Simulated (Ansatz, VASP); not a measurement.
## MoS2 in VASP and in Ansatz

```
Mo S
1.0
     3.20752    0.00000    0.00000
    -1.60376    2.77779    0.00000
     0.00000    0.00000    6.40637
Mo S
1 2
Direct
  0.00000 0.00000 0.00000
  0.33333 0.66667 0.26088
  0.33333 0.66667 0.73912
```

Alike in both runs: task single point; functional PBE; dispersion D3(BJ); k mesh 12 × 12 × 4; occupations gaussian, width 0.05 eV; no spin polarisation.

|  | VASP | Ansatz |
| --- | --- | --- |
| version | VASP 6.6.1 | Ansatz 0.2.0 |
| potentials or method | VASP PAW PBE potentials, release 64 (Mo_sv, S), cutoff 500 eV | scalar-relativistic, plane waves, PAW |
| valence electrons in the cell | 26 | 26 |

```csv
,VASP,Ansatz,Ansatz less VASP
gap on the k mesh at the Fermi level (eV),0.76,0.75,-0.012
least direct gap on the mesh (eV),1.70,1.69,-0.003
pressure (GPa),-11.5,-11.5,+0.07
"traceless stress, the component that is largest in VASP (GPa)",-3.29,-3.27,+0.019
rms of the force components (eV/Å),1.077,1.073,-0.0039
```

Atom by atom the forces differ by 0.004 eV/Å (rms over components).
